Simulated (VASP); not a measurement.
Write the native input for VASP 6.6.1 that does the following.

* Task: single point
* Functional: PBEsol
* Potentials or basis: VASP PAW PBE potentials, release 64 (C)
* Cutoff: 520 eV
* k mesh: 12 × 12 × 12
* Occupations: gaussian, width 0.05 eV
* Spin: no spin polarisation
* Dipole correction: no
* Further INCAR settings: ALGO = Normal; EDIFF = 1e-06; NBANDS = 11

The structure of C lies in POSCAR:

```
C
1.0
    0.0000000000      1.6721312616      2.0065575139
    1.6721312616      0.0000000000      2.0065575139
    1.6721312616      1.6721312616      0.0000000000
C
2
Direct
    0.5000000000      0.5000000000      0.5000000000
    0.7500000000      0.7500000000      0.7500000000
```

This cell differs from its parent crystal: ratio of the length along z to the lengths across it x 1.2, volume and fractional coordinates fixed.

The input as run:

INCAR

```
SYSTEM = C
PREC = Accurate
ENCUT = 520
EDIFF = 1E-6
ISMEAR = 0
SIGMA = 0.05
LREAL = .False.
LASPH = .True.
NELM = 60
ALGO = Normal
ISIF = 2
LWAVE = .False.
LCHARG = .True.
GGA = PS
LELF = .True.
LVHAR = .True.
NBANDS = 11
```

KPOINTS

```
regular mesh
0
Gamma
  12 12 12
  0 0 0
```

Potentials or basis: VASP PAW PBE potentials, release 64 (C).

Run with:

```bash
$ cat potpaw_PBE.64/C/POTCAR > POTCAR
$ mpirun -np 1 vasp_std > vasp.out
```

Results of the run:

| Quantity | Value |
| --- | --- |
| Pressure | 2.2 GPa |
| Band gap on the k mesh | 1.75 eV, indirect (least direct gap 4.02 eV) |

Caveat: the PAW data sets were made with another functional, which shifts forces and pressure a little.

It took 9.7 s on 1 thread of Intel(R) Xeon(R) Platinum 8375C CPU @ 2.90GHz (Ice Lake), with other jobs on the host, peak memory 0.12 GiB.
